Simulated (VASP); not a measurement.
# Ru in VASP: further runs, part 2 of 2

VASP 6.6.1. The steps go on from the part before.

## (3) Electric field gradients, PBE (equal xy, yz and zx shear strains of -1 %)

The input, INCAR:

```
SYSTEM = Ru
PREC = Accurate
ENCUT = 520
EDIFF = 1E-8
ISMEAR = -1
SIGMA = 0.03
LREAL = .FALSE.
LASPH = .TRUE.
NELM = 80
ALGO = Normal
ISIF = 2
LWAVE = .FALSE.
LCHARG = .FALSE.
GGA = PE
LEFG = .TRUE.
NBANDS = 21
```

The input, KPOINTS:

```
Automatic mesh
0
G
  14 14 8
  0 0 0
```

The input, POSCAR:

```
Ru
1.0
    2.7057993342     -0.0135289967     -0.0135289967
   -1.3646161219      2.3500554593     -0.0049519565
   -0.0214095000     -0.0214095000      4.2819000000
Ru
2
Direct
    0.3333333333      0.6666666667      0.2500000000
    0.6666666667      0.3333333333      0.7500000000
```

Potentials or basis: VASP PAW PBE potentials, release 64 (Ru_pv).

Run with:

```
cat potpaw_PBE.64/Ru_pv/POTCAR > POTCAR
mpirun -np 1 vasp_std > vasp.out
```

OUTCAR:

```text
SYSTEM = Ru
   PREC = Accurate
   ENCUT = 520
   EDIFF = 1E-8
   ISMEAR = -1
   LREAL = .FALSE.
   LASPH = .TRUE.
   NELM = 80
   ISIF = 2
   GGA = PE

 ion  position               nearest neighbor table
   1  0.333  0.667  0.250-   2 2.63   2 2.64   2 2.65   2 2.66   2 2.66   2 2.66
   2  0.667  0.333  0.750-   1 2.63   1 2.64   1 2.65   1 2.66   1 2.66   1 2.66

  LATTYP: Found a triclinic cell.
 ALAT       =     2.6941547589
 B/A-ratio  =     1.0043472705
 C/A-ratio  =     1.5893693679
 COS(alpha) =     0.0099745013
 COS(beta)  =     0.0136846555
 COS(gamma) =     0.4934979113

  Lattice vectors:

 A1 = (   1.3411832123,   2.3365264626,  -0.0184809532)
 A2 = (   2.7057993342,  -0.0135289967,  -0.0135289967)
 A3 = (   0.0214095000,   0.0214095000,  -4.2819000000)

Analysis of symmetry for initial positions (statically):
=====================================================================
 Subroutine PRICEL returns:
 Original cell was already a primitive cell.

 Routine SETGRP: Setting up the symmetry group for a
 triclinic supercell.

 Subroutine GETGRP returns: Found  2 space group operations
 (whereof  2 operations were pure point group operations)
 out of a pool of  2 trial point group operations.

The static configuration has the point symmetry S_2 .

Analysis of symmetry for dynamics (positions and initial velocities):
=====================================================================
 Subroutine PRICEL returns:
 Original cell was already a primitive cell.

 Routine SETGRP: Setting up the symmetry group for a
 triclinic supercell.

 Subroutine GETGRP returns: Found  2 space group operations
 (whereof  2 operations were pure point group operations)
 out of a pool of  2 trial point group operations.

The dynamic configuration has the point symmetry S_2 .

 Subroutine INISYM returns: Found  2 space group operations
 (whereof  2 operations are pure point group operations),
 and found     1 'primitive' translations

----------------------------------------------------------------------------------------

                                     Primitive cell

  volume of cell :      27.1472

  direct lattice vectors                    reciprocal lattice vectors
     2.705799334 -0.013528997 -0.013528997     0.370667420  0.215243109  0.002929553
    -1.364616122  2.350055459 -0.004951957     0.002144581  0.426771694  0.002144581
    -0.021409500 -0.021409500  4.281900000     0.001173633  0.001173633  0.233552921

  length of vectors
     2.705866978  2.717528720  4.282007046     0.428640309  0.426782471  0.233558819

  position of ions in fractional coordinates (direct lattice)
     0.333333333  0.666666667  0.250000000
     0.666666667  0.333333333  0.750000000

  ion indices of the primitive-cell ions
   primitive index   ion index
                 1           1
                 2           2

----------------------------------------------------------------------------------------

[... 74 lines left out ...]
   NFREE  =      0    steps in history (QN), initial steepest desc. (CG)
   ISIF   =      2    stress and relaxation
   ISYM   =      2    0-nonsym 1-usesym 2-fastsym
   POTIM  = 0.5000    time-step for ionic-motion
   TEBEG  =    0.0;   TEEND  =   0.0 temperature during run
   PSTRESS=    0.0 pullay stress
   NELECT =      28.0000    total number of electrons
   NUPDOWN=      -1.0000    fix difference up-down
   EMIN   =  10.00;   EMAX   =-10.00  energy-range for DOS
   EFERMI =   0.00;   METHOD = LEGACY
   ISMEAR =    -1;   SIGMA  =   0.03  broadening in eV -4-tet -1-fermi 0-gaus
   EFERMI_NEDOS =   21; number of points for ismear=-14 and -15
   IALGO  =     38    algorithm
   IMIX   =      4    mixing-type and parameters
     AMIX     =   0.40;   BMIX     =  1.00
     AMIX_MAG =   1.60;   BMIX_MAG =  1.00
  volume/ion in A,a.u.               =      13.57        91.60
  Fermi-wavevector in a.u.,A,eV,Ry     =   1.654064  3.125728 37.224554  2.735928
  Thomas-Fermi vector in A             =   2.742395
   LORBIT       =      0    0 simple, 1 ext, 2 COOP (PROOUT), +10 PAW based schemes
   GGA     = PE    functional components
   LHFCALC =     F    Hartree Fock is set to
   AEXX    =    0.0000 exact exchange contribution
   IVDW    =     0    specifies the selected vdW correction
   LEPSILON=     F    determine dielectric tensor
   LRPA    =     F    only Hartree local field effects (RPA)
 non-spin polarized calculation
  energy-cutoff  :      520.00
  volume of cell :       27.15
 maximum number of plane-waves:       752
   NGX = 11   NGY = 11   NGZ = 15

 number of electron      28.0000008 magnetization

 Free energy of the ion-electron system (eV)
  ---------------------------------------------------
  ext. energy  EPLUGINS =         0.00000000
  ---------------------------------------------------
  free energy    TOTEN  =       -18.45495963 eV

  energy without entropy =      -18.44827469  energy(sigma->0) =      -18.45161716

 E-fermi :  12.8303     XC(G=0): -14.1214

 val. band max:       12.8291142965   @ k =   0.5000  -0.4286   0.2500
 cond. band min:      12.8311986033   @ k =  -0.2857   0.4286   0.1250
 fundamental gap:      0.0020843068
 Fermi energy:        12.8302893716

 k-point     1 :       0.0000    0.0000    0.0000
  band No.  band energies     occupation
      1     -30.8108      2.00000
      2     -29.8751      2.00000
      3     -29.8654      2.00000
      4     -29.7052      2.00000
      5     -29.6983      2.00000
      6     -29.6622      2.00000
[... 565 lines left out ...]
     20      23.2612      0.00000
     21      23.2733      0.00000

 [... further k-points ...]

------------------------ aborting loop because EDIFF is reached ----------------------------------------

  FORCE on cell =-STRESS in cart. coord.  units (eV):
  Direction    XX          YY          ZZ          XY          YZ          ZX
  --------------------------------------------------------------------------------------
  -------------------------------------------------------------------------------------
  Total        0.8646350      0.8628704      0.5935226      0.3424173      0.3380499      0.3378156
  in kB       51.0290816     50.9249354     35.0285550     20.2088024     19.9510473     19.9372229
  external PRESSURE =      45.6608574 kB  Pullay stress =       0.0000000 kB

 VOLUME and BASIS-vectors are now :
 -----------------------------------------------------------------------------
  energy-cutoff  :      520.00
  volume of cell :       27.15
      direct lattice vectors                 reciprocal lattice vectors
     2.705799334 -0.013528997 -0.013528997     0.370667420  0.215243109  0.002929553
    -1.364616122  2.350055459 -0.004951957     0.002144581  0.426771694  0.002144581
    -0.021409500 -0.021409500  4.281900000     0.001173633  0.001173633  0.233552921

 POSITION                                       TOTAL-FORCE (eV/Angst)
 -----------------------------------------------------------------------------------
     -0.01316      1.55684      1.06266         0.048313     -0.001623      0.004653
      1.33294      0.75828      3.20076        -0.048313      0.001623     -0.004653
 -----------------------------------------------------------------------------------
    total drift:                                0.000000     -0.000000      0.000000

  FREE ENERGIE OF THE ION-ELECTRON SYSTEM (eV)
  ---------------------------------------------------
  free  energy   TOTEN  =       -18.4549596300 eV

  energy  without entropy=      -18.4482746906  energy(sigma->0) =      -18.45161716

 Electric field gradients (V/A^2)
---------------------------------------------------------------------
 ion       V_xx      V_yy      V_zz      V_xy      V_xz      V_yz
---------------------------------------------------------------------
   1       6.399     6.615   -13.015    -1.205    -2.218    -2.213
   2       6.399     6.615   -13.015    -1.205    -2.218    -2.213
---------------------------------------------------------------------

 Electric field gradients after diagonalization (V/A^2)
 (convention: |V_zz| > |V_xx| > |V_yy|)
----------------------------------------------------------------------
 ion       V_xx      V_yy      V_zz     asymmetry (V_yy - V_xx)/ V_zz
----------------------------------------------------------------------
   1       7.718     5.818   -13.536       0.140
   2       7.718     5.818   -13.536       0.140
----------------------------------------------------------------------

           NMR quadrupolar parameters

 Cq : quadrupolar parameter    Cq=e*Q*V_zz/h
 eta: asymmetry parameters     (V_yy - V_xx)/ V_zz
 Q  : nuclear electric quadrupole moment in mb (millibarn)
----------------------------------------------------------------------
 ion       Cq(MHz)       eta       Q (mb)
----------------------------------------------------------------------
   1      -0.033       0.140       1.000
   2      -0.033       0.140       1.000
----------------------------------------------------------------------
```

OSZICAR:

```text
N       E                     dE             d eps       ncg     rms          rms(c)
DAV:   1     0.288209524909E+03    0.28821E+03   -0.17591E+04 33200   0.149E+03
DAV:   2    -0.138990284304E+02   -0.30211E+03   -0.29296E+03 33946   0.446E+02
DAV:   3    -0.197562976060E+02   -0.58573E+01   -0.58201E+01 38866   0.694E+01
DAV:   4    -0.198002323932E+02   -0.43935E-01   -0.43870E-01 42097   0.576E+00
DAV:   5    -0.198007849979E+02   -0.55260E-03   -0.54927E-03 37616   0.576E-01    0.178E+01
DAV:   6    -0.185393959425E+02    0.12614E+01   -0.28431E+00 38231   0.165E+01    0.480E+00
DAV:   7    -0.184627197713E+02    0.76676E-01   -0.42316E-01 38141   0.486E+00    0.105E+00
DAV:   8    -0.184554124304E+02    0.73073E-02   -0.16740E-02 36281   0.108E+00    0.354E-01
DAV:   9    -0.184549533615E+02    0.45907E-03   -0.86233E-04 37659   0.313E-01    0.343E-02
DAV:  10    -0.184549626428E+02   -0.92814E-05   -0.56991E-05 37521   0.782E-02    0.193E-02
DAV:  11    -0.184549596363E+02    0.30066E-05   -0.82323E-06 37646   0.274E-02    0.110E-03
DAV:  12    -0.184549595979E+02    0.38330E-07   -0.81079E-08 38171   0.264E-03    0.798E-04
DAV:  13    -0.184549596366E+02   -0.38692E-07   -0.13595E-09 24033   0.369E-04    0.719E-05
DAV:  14    -0.184549596252E+02    0.11398E-07   -0.12265E-10 21448   0.118E-04    0.229E-05
DAV:  15    -0.184549596300E+02   -0.47503E-08   -0.13653E-11 19648   0.390E-05
   1 F= -.18454960E+02 E0= -.18451617E+02  d E =-.668494E-02
```

It took 3.8 min on 1 thread of AMD EPYC 7R13 (Zen 3), shared host; peak memory 0.4 GiB.

Results:

```yaml
Free_energy: -18.4550 eV
Pressure: 4.6 GPa
Largest_force: 0.049 eV/Å
Band_gap_on_the_k_mesh: zero (bands 14 and 15 overlap by 3.16 eV)
Largest_electric_field_gradient_by_atom: Ru -13.5 V/Å²
```

Forces on the atoms (eV/Å):
```
Ru   0.048 -0.002  0.005
Ru  -0.048  0.002 -0.005
```

Levels at points of the mesh, in eV from the Fermi level:
```csv
k point,band 12,band 13,band 14,band 15,band 16,band 17
"(0.00, 0.00, 0.00)",-1.98,-1.82,-1.40,-1.35,1.17,1.21
"(0.50, 0.00, 0.00)",-1.74,-1.44,1.46,1.87,1.92,4.12
"(0.00, 0.50, 0.00)",-1.78,-1.50,1.44,1.85,1.93,4.08
"(0.50, 0.50, 0.00)",-1.81,-1.55,1.42,1.84,1.94,4.04
"(0.00, 0.00, 0.50)",-2.74,-2.63,-2.62,0.46,0.50,0.62
"(0.50, 0.00, 0.50)",-1.06,0.45,0.50,1.69,1.74,3.40
"(0.00, 0.50, 0.50)",-1.03,0.44,0.48,1.68,1.71,3.37
"(0.50, 0.50, 0.50)",-0.99,0.44,0.45,1.67,1.69,3.35
```

Electric field gradients, principal values (V/Å²):
```tsv
atom	least	middle	greatest (by size)
1 Ru	5.818	7.718	-13.536
2 Ru	5.818	7.718	-13.536
```

Caveat: the cell differs from its parent crystal (equal xy, yz and zx shear strains of -1 %); the cell stands under pressure; without QUAD_EFG the Cq values of the log hold for a quadrupole moment of 1 mb, not for the nuclei.
